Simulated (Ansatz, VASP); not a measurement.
**MgS: VASP beside Ansatz**

File POSCAR:

```
MgS
1.0
    0.0000000000      2.6016500000      2.6016500000
    2.6016500000      0.0000000000      2.6016500000
    2.6016500000      2.6016500000      0.0000000000
S Mg
1 1
Direct
    0.5000000000      0.5000000000      0.5000000000
    0.0000000000      0.0000000000      0.0000000000
```

The input INCAR.step1:

```
SYSTEM = MgS
PREC = Accurate
ENCUT = 520
EDIFF = 1E-5
ISMEAR = -1
SIGMA = 0.05
LREAL = .False.
LASPH = .True.
NELM = 80
ALGO = Normal
ISIF = 2
LWAVE = .True.
LCHARG = .False.
GGA = PE
NBANDS = 11
```

The input INCAR.step2:

```
SYSTEM = MgS
PREC = Accurate
ENCUT = 520
EDIFF = 1E-6
ISMEAR = -1
SIGMA = 0.05
LREAL = .False.
LASPH = .True.
NELM = 80
ALGO = Normal
ISIF = 2
LWAVE = .False.
LCHARG = .False.
METAGGA = R2SCAN
LHFCALC = .True.
AEXX = 0.5
LMIXTAU = .True.
PRECFOCK = Normal
ISTART = 1
NBANDS = 11
```

KPOINTS

```
regular mesh
0
Gamma
  5 5 5
  0 0 0
```

Contents of input.yaml:

```yaml
crystal:
  lattice:
    - [0.0, 2.60165, 2.60165]
    - [2.60165, 0.0, 2.60165]
    - [2.60165, 2.60165, 0.0]
  atoms:
    - { symbol: S, position: [0.5, 0.5, 0.5] }
    - { symbol: Mg, position: [0.0, 0.0, 0.0] }
hamiltonian:
  xc: r2scan50
  pseudopotentials: { kind: paw }
kpoints:
  mp_grid: { grid: [5, 5, 5] }
  band_path:
    path:
      - [[0.0, 0.0, 0.0], [0.5, 0.0, 0.5], [0.5, 0.25, 0.75], [0.375, 0.375, 0.75], [0.0, 0.0, 0.0], [0.5, 0.5, 0.5], [0.625, 0.25, 0.625], [0.5, 0.25, 0.75], [0.5, 0.5, 0.5], [0.375, 0.375, 0.75]]
      - [[0.625, 0.25, 0.625], [0.5, 0.0, 0.5]]
    npoints: 4
scf:
  occupations: { method: fermi_dirac, width: 0.05 }
  n_extra_bands: 6
output:
  forces: true
  stress: true
  eigenvalues: true
  fatbands: false
```

Alike in both runs: functional r2SCAN50; k mesh 5 × 5 × 5; occupations fermi-dirac, width 0.05 eV; no spin polarisation.

```csv
,VASP,Ansatz
version,VASP 6.6.1,Ansatz 0.2.0
potentials or method,"VASP PAW PBE potentials, release 64 (S, Mg)",Ansatz PAW
plane-wave cutoff (eV),520,500
valence electrons in the cell,8,16
task,single point,band structure
```

```tsv
	VASP	Ansatz	Ansatz less VASP
gap on the k mesh at the Fermi level (eV)	6.89	6.95	+0.059
pressure (GPa)	-2.1	-1.6	+0.55
```

VASP's potentials were made for PBE, not for r2SCAN50. VASP's potentials hold 8 valence electrons a cell and Ansatz's 16, so a difference there can come from the potentials and not from the codes.
